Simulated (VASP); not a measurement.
# CsPbBr3 in VASP: notebook, part 2 of 2

VASP 6.6.1. The steps go on from the part before.

### 4 Single point, PBE (uniaxial x strain +1.0%)

The input, INCAR:

```
SYSTEM = CsPbBr3
PREC = Accurate
ENCUT = 520
EDIFF = 1E-6
ISMEAR = -1
SIGMA = 0.02
LREAL = .False.
LASPH = .True.
NELM = 60
ALGO = Normal
ISIF = 2
LWAVE = .False.
LCHARG = .False.
GGA = PE
NBANDS = 30
```

The input, KPOINTS:

```
regular mesh
0
Gamma
  4 4 4
  0 0 0
```

The input, POSCAR:

```
CsPbBr3
1.0
    6.0023911113      0.0000000000      0.0000000000
    0.0000000000      5.9429614964      0.0000000000
    0.0000000000      0.0000000000      5.9429614964
Cs Pb Br
1 1 3
Direct
    0.0000000000      0.0000000000      0.0000000000
    0.5000000000      0.5000000000      0.5000000000
    0.5000000000      0.5000000000      0.0000000000
    0.5000000000      0.0000000000      0.5000000000
    0.0000000000      0.5000000000      0.5000000000
```

Potentials or basis: VASP PAW PBE potentials, release 64 (Cs_sv, Pb_d, Br).

The run is started by

```sh
cat potpaw_PBE.64/Cs_sv/POTCAR potpaw_PBE.64/Pb_d/POTCAR potpaw_PBE.64/Br/POTCAR > POTCAR
mpirun -np 1 vasp_std > vasp.out
```

OUTCAR:

```text
SYSTEM = CsPbBr3
   PREC = Accurate
   ENCUT = 520
   EDIFF = 1E-6
   ISMEAR = -1
   LREAL = .False.
   LASPH = .True.
   NELM = 60
   ISIF = 2
   GGA = PE

 ion  position               nearest neighbor table
   1  0.000  0.000  0.000-
   2  0.500  0.500  0.500-   3 2.97   4 2.97   3 2.97   4 2.97   5 3.00   5 3.00
   3  0.500  0.500  0.000-   2 2.97   2 2.97
   4  0.500  0.000  0.500-   2 2.97   2 2.97
   5  0.000  0.500  0.500-   2 3.00   2 3.00

  LATTYP: Found a simple tetragonal cell.
 ALAT       =     5.9429614964
 C/A-ratio  =     1.0100000000

  Lattice vectors:

 A1 = (   0.0000000000,   5.9429614964,   0.0000000000)
 A2 = (   0.0000000000,   0.0000000000,   5.9429614964)
 A3 = (   6.0023911113,   0.0000000000,   0.0000000000)

Analysis of symmetry for initial positions (statically):
=====================================================================
 Subroutine PRICEL returns:
 Original cell was already a primitive cell.

 Routine SETGRP: Setting up the symmetry group for a
 simple tetragonal supercell.

 Subroutine GETGRP returns: Found 16 space group operations
 (whereof 16 operations were pure point group operations)
 out of a pool of 16 trial point group operations.

The static configuration has the point symmetry D_4h.

Analysis of symmetry for dynamics (positions and initial velocities):
=====================================================================
 Subroutine PRICEL returns:
 Original cell was already a primitive cell.

 Routine SETGRP: Setting up the symmetry group for a
 simple tetragonal supercell.

 Subroutine GETGRP returns: Found 16 space group operations
 (whereof 16 operations were pure point group operations)
 out of a pool of 16 trial point group operations.

The dynamic configuration has the point symmetry D_4h.

 Subroutine INISYM returns: Found 16 space group operations
 (whereof 16 operations are pure point group operations),
 and found     1 'primitive' translations

[... 114 lines left out ...]
  volume/ion in A,a.u.               =      42.40       286.13
  Fermi-wavevector in a.u.,A,eV,Ry     =   0.969279  1.831673 12.782710  0.939503
  Thomas-Fermi vector in A             =   2.099319
   LORBIT       =      0    0 simple, 1 ext, 2 COOP (PROOUT), +10 PAW based schemes
   GGA     = PE    functional components
   LHFCALC =     F    Hartree Fock is set to
   AEXX    =    0.0000 exact exchange contribution
   IVDW    =     0    specifies the selected vdW correction
   LEPSILON=     F    determine dielectric tensor
   LRPA    =     F    only Hartree local field effects (RPA)
 non-spin polarized calculation
  energy-cutoff  :      520.00
  volume of cell :      212.00
 maximum number of plane-waves:      5752
 NGX is ok and might be reduce to    48
   NGX = 23   NGY = 23   NGZ = 23

 number of electron      43.9999991 magnetization

 Free energy of the ion-electron system (eV)
  ---------------------------------------------------
  ext. energy  EPLUGINS =         0.00000000
  ---------------------------------------------------
  free energy    TOTEN  =       -15.86394429 eV

  energy without entropy =      -15.86394429  energy(sigma->0) =      -15.86394429

 E-fermi :   1.1809     XC(G=0):  -7.4447

 val. band max:        0.7871358911   @ k =   0.5000   0.5000   0.5000
 cond. band min:       2.4549469061   @ k =   0.5000   0.5000   0.5000
 fundamental gap:      1.6678110150
 Fermi energy:         1.1809110241

 k-point     1 :       0.0000    0.0000    0.0000
  band No.  band energies     occupation
      1     -20.5042      2.00000
      2     -15.9314      2.00000
      3     -15.9226      2.00000
      4     -15.8066      2.00000
      5     -15.8066      2.00000
      6     -15.8038      2.00000
[... 583 lines left out ...]
     29       6.1890      0.00000
     30       7.3091      0.00000

------------------------ aborting loop because EDIFF is reached ----------------------------------------

  FORCE on cell =-STRESS in cart. coord.  units (eV):
  Direction    XX          YY          ZZ          XY          YZ          ZX
  --------------------------------------------------------------------------------------
  -------------------------------------------------------------------------------------
  Total        0.2660576      0.7885221      0.7885221      0.0000000      0.0000000      0.0000000
  in kB        2.0107406      5.9592871      5.9592871      0.0000000      0.0000000      0.0000000
  external PRESSURE =       4.6431049 kB  Pullay stress =       0.0000000 kB

 VOLUME and BASIS-vectors are now :
 -----------------------------------------------------------------------------
  energy-cutoff  :      520.00
  volume of cell :      212.00
      direct lattice vectors                 reciprocal lattice vectors
     6.002391111  0.000000000  0.000000000     0.166600273  0.000000000  0.000000000
     0.000000000  5.942961496  0.000000000     0.000000000  0.168266276  0.000000000
     0.000000000  0.000000000  5.942961496     0.000000000  0.000000000  0.168266276

 POSITION                                       TOTAL-FORCE (eV/Angst)
 -----------------------------------------------------------------------------------
      0.00000      0.00000      0.00000         0.000000      0.000000      0.000000
      3.00120      2.97148      2.97148         0.000000      0.000000      0.000000
      3.00120      2.97148      0.00000         0.000000      0.000000      0.000000
      3.00120      0.00000      2.97148         0.000000      0.000000      0.000000
      0.00000      2.97148      2.97148         0.000000      0.000000      0.000000
 -----------------------------------------------------------------------------------
    total drift:                                0.000000     -0.000000     -0.000000

  FREE ENERGIE OF THE ION-ELECTRON SYSTEM (eV)
  ---------------------------------------------------
  free  energy   TOTEN  =       -15.8639442891 eV

  energy  without entropy=      -15.8639442890  energy(sigma->0) =      -15.86394429
```

OSZICAR:

```text
N       E                     dE             d eps       ncg     rms          rms(c)
DAV:   1     0.387284359123E+03    0.38728E+03   -0.18466E+04  1080   0.129E+03
DAV:   2     0.306075135095E+02   -0.35668E+03   -0.34174E+03  1264   0.293E+02
DAV:   3    -0.146824549109E+02   -0.45290E+02   -0.44688E+02  1340   0.113E+02
DAV:   4    -0.164511398182E+02   -0.17687E+01   -0.17624E+01  1346   0.296E+01
DAV:   5    -0.165090283347E+02   -0.57889E-01   -0.57865E-01  1386   0.445E+00    0.400E+00
DAV:   6    -0.159069145658E+02    0.60211E+00   -0.91543E-01  1602   0.910E+00    0.229E+00
DAV:   7    -0.158533807147E+02    0.53534E-01   -0.49154E-01  1630   0.364E+00    0.101E+00
DAV:   8    -0.158640946820E+02   -0.10714E-01   -0.60424E-02  1326   0.192E+00    0.187E-01
DAV:   9    -0.158635195765E+02    0.57511E-03   -0.86339E-03  1640   0.712E-01    0.104E-01
DAV:  10    -0.158638520404E+02   -0.33246E-03   -0.10434E-03  1240   0.159E-01    0.485E-02
DAV:  11    -0.158639434840E+02   -0.91444E-04   -0.20762E-04  1412   0.109E-01    0.846E-03
DAV:  12    -0.158639446582E+02   -0.11742E-05   -0.32810E-05  1618   0.479E-02    0.945E-03
DAV:  13    -0.158639442891E+02    0.36909E-06   -0.38786E-06  1284   0.116E-02
   1 F= -.15863944E+02 E0= -.15863944E+02  d E =-.363828E-10
```

Run time: 99 s. Hardware: 1 thread of Intel Xeon Platinum 8259CL at 2.50GHz (Skylake/Cascade Lake), shared host; peak memory 0.38 GiB.

Results:

```
Free energy            : -15.8639 eV
Pressure               : 0.5 GPa
Band gap on the k mesh : 1.67 eV, direct
```

Caveat: the cell differs from its parent crystal (uniaxial x strain +1.0%); spin-orbit coupling is left out, which moves the levels of the heavy elements.

### 5 Summary

```tsv
level	cell	smearing	gap on the mesh (eV)	pressure (GPa)
PBE	a = 5.943 Å, 5 atoms	fermi-dirac 0.02 eV	1.67	0.7
r2SCAN	a = 5.943 Å, 5 atoms	gaussian 0.01 eV	2.06	0.0
PBE	a = 6.002, b = 5.943, c = 5.943 Å, 5 atoms	fermi-dirac 0.02 eV	1.67	0.5
```

Alike in all rows: task single point; potentials or basis VASP PAW PBE potentials, release 64 (Cs_sv, Pb_d, Br); no spin polarisation; k mesh 4 × 4 × 4; cutoff (eV) 520.

Caveats: spin-orbit coupling is left out, which moves the levels of the heavy elements; the PAW data sets were made with another functional, which shifts forces and pressure a little (some runs).

Total energies depend on the potentials used, so only differences within one code and one set of settings carry meaning.
